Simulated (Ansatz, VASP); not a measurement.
## BCl3 in VASP and in Ansatz

```
B Cl
1.0
    14.00000    0.00000    0.00000
     0.00000   14.50000    0.00000
     0.00000    0.00000   15.00000
B Cl
1 3
Direct
  0.46959 0.49992 0.49990
  0.59433 0.49966 0.49926
  0.40748 0.60437 0.50102
  0.40696 0.39575 0.49942
```

Alike in both runs: functional PBE; dispersion D3(BJ); k mesh 1 × 1 × 1; occupations gaussian, width 0.005 eV; no spin polarisation.

Ansatz relaxed the structure, and its values are those at the end. VASP's run is a single point on that final structure, the one shown.

|  | VASP | Ansatz |
| --- | --- | --- |
| version | VASP 6.6.1 | Ansatz 0.2.0 |
| potentials or method | VASP PAW PBE potentials, release 64 (B_h, Cl), cutoff 1000 eV | scalar-relativistic, plane waves, PAW |
| valence electrons in the cell | 24 | 24 |

Ansatz gave:

```
gap on the k mesh at the Fermi level (eV) : 4.94
rms of the force components (eV/Å)        : 0.001
```

**Question.** What did VASP give for the same quantities?

**Answer.** gap on the k mesh at the Fermi level (eV): 4.98; rms of the force components (eV/Å): 0.041.
